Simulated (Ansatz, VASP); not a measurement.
One calculation of PbS, two programs

```
CELL_PARAMETERS angstrom
4.08970 0.00000 0.00000
-2.04485 3.54178 0.00000
0.00000 0.00000 3.78817
ATOMIC_POSITIONS crystal
Pb 0.00000 0.00000 0.00000
S 0.66667 0.33333 0.50000
```

Alike in both runs: task relaxation of cell and atoms; functional LDA; k mesh 8 × 8 × 7; occupations fermi-dirac, width 0.05 eV; no spin polarisation.

```csv
,VASP,Ansatz
version,VASP 6.6.1,Ansatz 0.2.0
potentials or method,"VASP PAW LDA potentials, release 64 (Pb_d, S)",Ansatz PAW
plane-wave cutoff (eV),600,420
valence electrons in the cell,20,20
```

|  | VASP | Ansatz | Ansatz less VASP |
| --- | --- | --- | --- |
| gap on the k mesh at the Fermi level, each at its own relaxed structure (eV) | none | none | - |
| relaxed volume (Å³/atom) | 25.01 | 24.98 | -0.030 |
| relaxed cell length with the largest relative difference (Å) | 3.729 | 3.725 | -0.0042 |

LDA's correlation is that of Perdew and Zunger in VASP and of Perdew and Wang (1992) in Ansatz. A gap of «none» marks a metal or a gap that the smearing closes.

Spin-orbit coupling is off throughout. Noted on Ansatz's run: the plane-wave basis is chosen anew once the cell has moved, so the energies of steps on either side of that aren't comparable.
